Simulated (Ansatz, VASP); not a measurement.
Cu: VASP beside Ansatz

POSCAR

```
Cu
1.0
   -1.4211514202      1.4211514202      1.3760814500
    1.4211514202     -1.4211514202      1.3760814500
    1.4211514202      1.4211514202     -1.3760814500
Cu
1
Direct
    0.0000000000      0.0000000000      0.0000000000
```

The input INCAR.step1:

```
SYSTEM = Cu
ALGO     = Normal         ! electronic algorithm
EDIFF    = 1E-4           ! SCF threshold, eV
ENCUT    = 520            ! plane-wave cutoff, eV
GGA      = PE             ! functional
ISMEAR   = 0              ! smearing method
LASPH    = .TRUE.         ! aspherical terms in the spheres
LCHARG   = .FALSE.        ! write CHGCAR
LREAL    = .FALSE.        ! projectors in reciprocal space
LWAVE    = .TRUE.         ! write WAVECAR
NBANDS   = 12             ! bands
NELM     = 100            ! most SCF steps
PREC     = Accurate       ! precision mode
SIGMA    = 0.15           ! smearing width, eV
```

File INCAR.step2:

```
SYSTEM = Cu
ALGO     = Normal         ! electronic algorithm
EDIFF    = 1E-6           ! SCF threshold, eV
ENCUT    = 520            ! plane-wave cutoff, eV
ISIF     = 2              ! what is computed and relaxed
ISMEAR   = 0              ! smearing method
ISTART   = 1            
LASPH    = .TRUE.         ! aspherical terms in the spheres
LCHARG   = .TRUE.         ! write CHGCAR
LELF     = .TRUE.         ! ELF
LMIXTAU  = .TRUE.       
LREAL    = .FALSE.        ! projectors in reciprocal space
LVHAR    = .TRUE.       
LWAVE    = .FALSE.        ! write WAVECAR
METAGGA  = R2SCAN         ! meta-GGA
NBANDS   = 12             ! bands
NELM     = 100            ! most SCF steps
PREC     = Accurate       ! precision mode
SIGMA    = 0.15           ! smearing width, eV
```

KPOINTS

```
k-points
0
G
  24 24 24
  0 0 0
```

Input for Ansatz:

```yaml
crystal:
  lattice:
    - [-1.4211514202, 1.4211514202, 1.37608145]
    - [1.4211514202, -1.4211514202, 1.37608145]
    - [1.4211514202, 1.4211514202, -1.37608145]
  atoms:
    - { symbol: Cu, position: [0.0, 0.0, 0.0] }
basis:
  ecutwfc: 500
kpoints:
  mp_grid: { grid: [24, 24, 24] }
hamiltonian:
  xc: r2scan
scf:
  occupations: { method: gaussian, width: 0.15 }
output:
  forces: true
  stress: true
  eigenvalues: true
```

Change from the starting cell: strain -0.015 along x and y, +0.000 along z, atoms carried along.

Alike in both runs: task single point; functional r2SCAN; k mesh 24 × 24 × 24; occupations gaussian, width 0.15 eV; no spin polarisation.

|  | VASP | Ansatz |
| --- | --- | --- |
| version | VASP 6.6.1 | Ansatz 0.2.0 |
| potentials or method | VASP PAW PBE potentials, release 64 (Cu), cutoff 520 eV | scalar-relativistic, plane waves, PAW |
| valence electrons in the cell | 11 | 19 |

Ansatz gave:

- gap on the k mesh at the Fermi level (eV): none
- pressure (GPa): 5.5

**Question.** Estimate VASP's values.

**Answer.** gap on the k mesh at the Fermi level (eV): none; pressure (GPa): 6.2.

VASP's potentials were made for PBE, not for r2SCAN. A gap of «none» marks a metal or a gap that the smearing closes. VASP's potentials hold 11 valence electrons a cell and Ansatz's 19, so a difference there can come from the potentials and not from the codes.
